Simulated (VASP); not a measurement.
LiNbO3: single point with PBE

The system is LiNbO3.

```
Li Nb O
1.0
     5.18990    2.99639    9.34445
    -5.18990    2.99639    9.34445
     0.00000   -5.99278    9.34445
Li Nb O
16 16 48
Direct
  0.35918 0.35918 0.35918
  0.10918 0.10918 0.10918
  0.35918 0.35918 0.85918
  0.10918 0.10918 0.60918
  0.35918 0.85918 0.35918
  0.10918 0.60918 0.10918
  0.35918 0.85918 0.85918
  0.10918 0.60918 0.60918
  0.85918 0.35918 0.35918
  0.60918 0.10918 0.10918
  0.85918 0.35918 0.85918
  0.60918 0.10918 0.60918
  0.85918 0.85918 0.35918
  0.60918 0.60918 0.10918
  0.85918 0.85918 0.85918
  0.60918 0.60918 0.60918
  0.49974 0.49974 0.49974
  0.24974 0.24974 0.24974
  0.49974 0.49974 0.99974
  0.24974 0.24974 0.74974
  0.49974 0.99974 0.49974
  0.24974 0.74974 0.24974
  0.49974 0.99974 0.99974
  0.24974 0.74974 0.74974
  0.99974 0.49974 0.49974
  0.74974 0.24974 0.24974
  0.99974 0.49974 0.99974
  0.74974 0.24974 0.74974
  0.99974 0.99974 0.49974
  0.74974 0.74974 0.24974
  0.99974 0.99974 0.99974
  0.74974 0.74974 0.74974
  0.13945 0.32096 0.44476
  0.32096 0.44476 0.13945
  0.44476 0.13945 0.32096
  0.19476 0.07096 0.38945
  0.38945 0.19476 0.07096
  0.07096 0.38945 0.19476
  0.13945 0.32096 0.94476
  0.32096 0.44476 0.63945
  0.44476 0.13945 0.82096
  0.19476 0.07096 0.88945
  0.38945 0.19476 0.57096
  0.07096 0.38945 0.69476
  0.13945 0.82096 0.44476
  0.32096 0.94476 0.13945
  0.44476 0.63945 0.32096
  0.19476 0.57096 0.38945
  0.38945 0.69476 0.07096
  0.07096 0.88945 0.19476
  0.13945 0.82096 0.94476
  0.32096 0.94476 0.63945
  0.44476 0.63945 0.82096
  0.19476 0.57096 0.88945
  0.38945 0.69476 0.57096
  0.07096 0.88945 0.69476
  0.63945 0.32096 0.44476
  0.82096 0.44476 0.13945
  0.94476 0.13945 0.32096
  0.69476 0.07096 0.38945
  0.88945 0.19476 0.07096
  0.57096 0.38945 0.19476
  0.63945 0.32096 0.94476
  0.82096 0.44476 0.63945
  0.94476 0.13945 0.82096
  0.69476 0.07096 0.88945
  0.88945 0.19476 0.57096
  0.57096 0.38945 0.69476
  0.63945 0.82096 0.44476
  0.82096 0.94476 0.13945
  0.94476 0.63945 0.32096
  0.69476 0.57096 0.38945
  0.88945 0.69476 0.07096
  0.57096 0.88945 0.19476
  0.63945 0.82096 0.94476
  0.82096 0.94476 0.63945
  0.94476 0.63945 0.82096
  0.69476 0.57096 0.88945
  0.88945 0.69476 0.57096
  0.57096 0.88945 0.69476
```

```json
{
  "Program": "VASP 6.6.1",
  "Task": "single point",
  "Functional": "PBE",
  "Potentials or basis": "VASP PAW PBE potentials, release 64 (Li_sv, Nb_sv, O)",
  "Cutoff": "520 eV",
  "k mesh": "1 × 1 × 1",
  "Occupations": "gaussian, width 0.01 eV",
  "Spin": "no spin polarisation"
}
```

```yaml
Largest_force: 0.172 eV/Å
Band_gap_on_the_k_mesh: 3.57 eV
```

Forces in eV/Å, atoms in the order of the input:
```
Li   0.000  0.000 -0.001
Li   0.000  0.000 -0.001
Li   0.000  0.000 -0.001
Li   0.000  0.000 -0.001
Li   0.000  0.000 -0.001
Li   0.000  0.000 -0.001
Li   0.000  0.000 -0.001
Li   0.000  0.000 -0.001
Li   0.000  0.000 -0.001
Li   0.000  0.000 -0.001
Li   0.000  0.000 -0.001
Li   0.000  0.000 -0.001
Li   0.000  0.000 -0.001
Li   0.000  0.000 -0.001
Li   0.000  0.000 -0.001
Li   0.000  0.000 -0.001
Nb   0.000  0.000 -0.172
Nb   0.000  0.000 -0.172
Nb   0.000  0.000 -0.172
Nb   0.000  0.000 -0.172
Nb   0.000  0.000 -0.172
Nb   0.000  0.000 -0.172
Nb   0.000  0.000 -0.172
Nb   0.000  0.000 -0.172
Nb   0.000  0.000 -0.172
Nb   0.000  0.000 -0.172
Nb   0.000  0.000 -0.172
Nb   0.000  0.000 -0.172
Nb   0.000  0.000 -0.172
Nb   0.000  0.000 -0.172
Nb   0.000  0.000 -0.172
Nb   0.000  0.000 -0.172
O   -0.002  0.008  0.058
O    0.008 -0.002  0.058
O   -0.006 -0.006  0.058
O   -0.008 -0.002  0.058
O    0.006 -0.006  0.058
O    0.002  0.008  0.058
O   -0.002  0.008  0.058
O    0.008 -0.002  0.058
O   -0.006 -0.006  0.058
O   -0.008 -0.002  0.058
O    0.006 -0.006  0.058
O    0.002  0.008  0.058
O   -0.002  0.008  0.058
O    0.008 -0.002  0.058
O   -0.006 -0.006  0.058
O   -0.008 -0.002  0.058
O    0.006 -0.006  0.058
O    0.002  0.008  0.058
O   -0.002  0.008  0.058
O    0.008 -0.002  0.058
O   -0.006 -0.006  0.058
O   -0.008 -0.002  0.058
O    0.006 -0.006  0.058
O    0.002  0.008  0.058
O   -0.002  0.008  0.058
O    0.008 -0.002  0.058
O   -0.006 -0.006  0.058
O   -0.008 -0.002  0.058
O    0.006 -0.006  0.058
O    0.002  0.008  0.058
O   -0.002  0.008  0.058
O    0.008 -0.002  0.058
O   -0.006 -0.006  0.058
O   -0.008 -0.002  0.058
O    0.006 -0.006  0.058
O    0.002  0.008  0.058
O   -0.002  0.008  0.058
O    0.008 -0.002  0.058
O   -0.006 -0.006  0.058
O   -0.008 -0.002  0.058
O    0.006 -0.006  0.058
O    0.002  0.008  0.058
O   -0.002  0.008  0.058
O    0.008 -0.002  0.058
O   -0.006 -0.006  0.058
O   -0.008 -0.002  0.058
O    0.006 -0.006  0.058
O    0.002  0.008  0.058
```

Levels at points of the mesh, in eV from the valence-band top:
```csv
k point,band 269,band 270,band 271,band 272,band 273,band 274,band 275,band 276
"(0.00, 0.00, 0.00)",-0.19,-0.19,0.00,0.00,3.57,3.57,3.65,3.65
```

Wall time 13 min on 1 thread of Intel(R) Xeon(R) Platinum 8259CL CPU @ 2.50GHz (Skylake/Cascade Lake), on a shared host, peak memory 1.1 GiB.

Caveat: the k points lie up to 0.73 Å⁻¹ apart. A k mesh can miss the band edges.
